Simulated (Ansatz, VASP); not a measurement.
KZn2RuF6: VASP beside Ansatz

Contents of INCAR:

```
SYSTEM = KZn2RuF6
  PREC = Accurate
  ENCUT = 520
  EDIFF = 1E-6
  ISMEAR = 0
  SIGMA = 0.02
  LREAL = .False.
  LASPH = .True.
  NELM = 150
  ALGO = Normal
  ISIF = 2
  LWAVE = .False.
  LCHARG = .True.
  ISPIN = 2
  MAGMOM = 0 2.93 0 0 0.01 0.01 0 0.02 0.01 0.01
  LORBIT = 11
  LMAXMIX = 4
  LDAU = .True.
  LDAUTYPE = 2
  LDAUL = -1 2 -1 -1
  LDAUU = 0 1 0 0
  LDAUJ = 0 0 0 0
  LDAUPRINT = 1
  GGA = PE
  LELF = .True.
  LVHAR = .True.
  ISYM = 0
  NBANDS = 60
```

File KPOINTS:

```
regular mesh
0
Gamma
  2 3 3
  0 0 0
```

File POSCAR:

```
KZn2RuF6
1.0
    8.1000000000      0.0000000000      0.0000000000
    0.0000000000      4.0500000000      0.0000000000
    0.0000000000      0.0000000000      4.0500000000
K Ru Zn F
1 1 2 6
Direct
    0.9964213300      0.0075355700      0.9910138300
    0.4996930800      0.0026893300      0.9916756800
    0.2432417000      0.4997830100      0.4954644000
    0.7484106600      0.4976856300      0.4767793800
    0.2467722900      0.4963020400      0.9916390500
    0.7602143400      0.4874099600      0.9947279800
    0.0086600900      0.5034669700      0.5252506200
    0.4989180600      0.5102391700      0.4885591700
    0.2415944100      0.9912689100      0.4845632100
    0.7543169400      0.0028906300      0.4892315000
```

Input for Ansatz:

```yaml
crystal:
  lattice:
    - [8.1, 0.0, 0.0]
    - [0.0, 4.05, 0.0]
    - [0.0, 0.0, 4.05]
  atoms:
    - { symbol: K, position: [0.99642133, 0.00753557, 0.99101383] }
    - { symbol: Ru, position: [0.49969308, 0.00268933, 0.99167568], spin: 0.2 }
    - { symbol: Zn, position: [0.2432417, 0.49978301, 0.4954644] }
    - { symbol: Zn, position: [0.74841066, 0.49768563, 0.47677938] }
    - { symbol: F, position: [0.24677229, 0.49630204, 0.99163905] }
    - { symbol: F, position: [0.76021434, 0.48740996, 0.99472798] }
    - { symbol: F, position: [0.00866009, 0.50346697, 0.52525062] }
    - { symbol: F, position: [0.49891806, 0.51023917, 0.48855917] }
    - { symbol: F, position: [0.24159441, 0.99126891, 0.48456321] }
    - { symbol: F, position: [0.75431694, 0.00289063, 0.4892315] }
  symmetry: { detect: false, time_reversal: true }
magnetization:
  spin_polarized: true
hamiltonian:
  xc: pbe
  pseudopotentials: { kind: paw }
  hubbard:
    sites:
      - { site: 1, l: d, u_eff: 1.0, starting_ns: [{ spin: up, occupation_matrix: s1up }, { spin: down, occupation_matrix: s1down }] }
    occupation_matrices:
      s1up:
        matrix:
          - [0.999999, 0.0, 0.0, 0.0, 0.0]
          - [0.0, 0.999999, 0.0, 0.0, 0.0]
          - [0.0, 0.0, 0.999999, 0.0, 0.0]
          - [0.0, 0.0, 0.0, 0.999999, 0.0]
          - [0.0, 0.0, 0.0, 0.0, 0.999999]
      s1down:
        matrix:
          - [0.04845, 0.105052, 0.005996, -0.135832, -0.128761]
          - [0.105052, 0.86246, -0.072161, -0.255132, 0.193096]
          - [0.005996, -0.072161, 0.01217, -0.022097, -0.079309]
          - [-0.135832, -0.255132, -0.022097, 0.383265, 0.390309]
          - [-0.128761, 0.193096, -0.079309, 0.390309, 0.693656]
basis:
  ecutwfc: 420
kpoints:
  mp_grid: { grid: [2, 3, 3] }
scf:
  occupations: { method: gaussian, width: 0.02 }
  lower_state_search: "off"
  max_iter: 200
output:
  forces: true
  stress: true
  write_density: true
  write_potential: true
  elf: true
  volumetric_format: npy
```

Alike in both runs: task single point; functional PBE; k mesh 2 × 3 × 3; occupations gaussian, width 0.02 eV; collinear spin; Hubbard terms Ru d U = 1.0 eV.

|  | VASP | Ansatz |
| --- | --- | --- |
| version | VASP 6.6.1 | Ansatz 0.2.0 |
| potentials or method | VASP PAW PBE potentials, release 64 (K_sv, Ru_pv, Zn, F), cutoff 520 eV | PAW, plane waves, scalar-relativistic |
| valence electrons in the cell | 89 | 91 |

```tsv
	VASP	Ansatz	Ansatz less VASP
pressure (GPa)	4.2	3.9	-0.28
traceless stress, the component that is largest in VASP (GPa)	0.55	0.51	-0.031
rms of the force components (eV/Å)	0.390	0.364	-0.0264
net moment per atom (μB)	0.31	0.31	0.000
size of the moment on the site where the two differ most (μB)	2.74	2.67	-0.077
```

Site moments also hang on the region over which each program counts them. The programs project onto different local orbitals, so the same U acts differently, and such runs can settle in different states. Atom by atom the forces differ by 0.028 eV/Å (rms over components). VASP's potentials hold 89 valence electrons a cell and Ansatz's 91, so a difference there can come from the potentials and not from the codes. Ansatz's warnings: filled band counts differ across k points, specified occupation not kept.

The k mesh is coarse, so the values compare programs but aren't converged.
